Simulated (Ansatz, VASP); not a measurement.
# Two plane-wave programs on NiO

INCAR

```
PREC = Accurate
ENCUT = 520
EDIFF = 1E-6
ISMEAR = 0
SIGMA = 0.05
LREAL = False
LASPH = True
NELM = 150
ALGO = Normal
ISIF = 2
LWAVE = False
LCHARG = True
ISPIN = 2
MAGMOM = 1.89 0
LORBIT = 11
LMAXMIX = 4
LDAU = True
LDAUTYPE = 2
LDAUL = 2 -1
LDAUU = 6.2 0
LDAUJ = 0 0
LDAUPRINT = 1
GGA = PE
LELF = True
LVHAR = True
NBANDS = 19
```

The input KPOINTS:

```
Automatic mesh
0
Gamma
  6 6 6
```

POSCAR

```
NiO
1.0
    0.0000000000      2.3247345634      2.3247345634
    2.3247345634      0.0000000000      2.3247345634
    2.3247345634      2.3247345634      0.0000000000
Ni O
1 1
Direct
    0.0000000000      0.0000000000      0.0000000000
    0.2500000000      0.2500000000      0.2500000000
```

Input for Ansatz:

```yaml
crystal:
  lattice:
    - [0.0, 2.3247345634, 2.3247345634]
    - [2.3247345634, 0.0, 2.3247345634]
    - [2.3247345634, 2.3247345634, 0.0]
  atoms:
    - { symbol: Ni, position: [0.0, 0.0, 0.0], spin: 1.89 }
    - { symbol: O, position: [0.25, 0.25, 0.25] }
basis:
  ecutwfc: 420
  ecutrho_ratio: 4
kpoints:
  mp_grid: { grid: [6, 6, 6] }
hamiltonian:
  xc: pbe
  hubbard: { sites: [{ species: Ni, l: d, u_eff: 6.2 }] }
scf:
  occupations: { method: gaussian, width: 0.05 }
  lower_state_search: "off"
output:
  forces: true
  stress: true
  eigenvalues: true
  populations: true
  hubbard: { sites: [{ species: Ni, l: d }] }
magnetization:
  spin_polarized: true
checkpoint:
  read: start.run
  write: ck
  compress: false
  write_wavefunctions: false
  write_every: 100000
```

Alike in both runs: task single point; functional PBE; k mesh 6 × 6 × 6; occupations gaussian, width 0.05 eV; collinear spin; Hubbard terms Ni d U = 6.2 eV.

|  | VASP | Ansatz |
| --- | --- | --- |
| version | VASP 6.6.1 | Ansatz 0.2.0 |
| potentials or method | VASP PAW PBE potentials, release 64 (Ni, O), cutoff 520 eV | scalar-relativistic, plane waves, PAW |
| valence electrons in the cell | 16 | 24 |

VASP gave:

* pressure (GPa): -15.6
* net moment per atom (μB): 1.00
* size of the moment on the site where the two differ most (μB): 0.30

Question: What did Ansatz give for the same quantities?

Answer: Pressure (GPa): 0.0; net moment per atom (μB): 1.00; size of the moment on the site where the two differ most (μB): 0.11.

Site moments also hang on the region over which each program counts them. The programs project onto different local orbitals, so the same U acts differently, and such runs can settle in different states. VASP's potentials hold 16 valence electrons a cell and Ansatz's 24, so a difference there can come from the potentials and not from the codes. Ansatz's warnings: stability check not made.

The k mesh is coarse, so the values compare programs but aren't converged.
